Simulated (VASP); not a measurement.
Input of a VASP 6.6.1 run:

File INCAR:

```
SYSTEM = CaO
ALGO = Normal ; EDIFF = 1E-6
ENCUT = 600 ; GGA = CA
GGA_COMPAT = .FALSE. ; ISIF = 2
ISMEAR = 0 ; LASPH = .TRUE.
LCHARG = .FALSE. ; LREAL = .FALSE.
LWAVE = .FALSE. ; NBANDS = 15
NELM = 120 ; PREC = Accurate
SIGMA = 0.02
```

KPOINTS

```
k-points
0
G
  8 8 8
  0 0 0
```

The input POSCAR:

```
CaO
1.0
    0.0000000000      2.3536833324      2.3536833324
    2.3536833324      0.0000000000      2.3536833324
    2.3536833324      2.3536833324      0.0000000000
Ca O
1 1
Direct
    0.0000000000      0.0000000000      0.0000000000
    0.5000000000      0.5000000000      0.5000000000
```

Potentials or basis: VASP PAW LDA potentials, release 64 (Ca_sv, O).

Run with:

```sh
$ cat potpaw_LDA.64/Ca_sv/POTCAR potpaw_LDA.64/O/POTCAR > POTCAR
$ mpirun -np 1 vasp_std > vasp.out
```

Problem. Predict the pressure.

Solution. 0.9 GPa.

Problem. Predict the band gap on the k mesh.

Solution. 3.42 eV (least direct gap 3.78 eV).

A k mesh can miss the band edges.
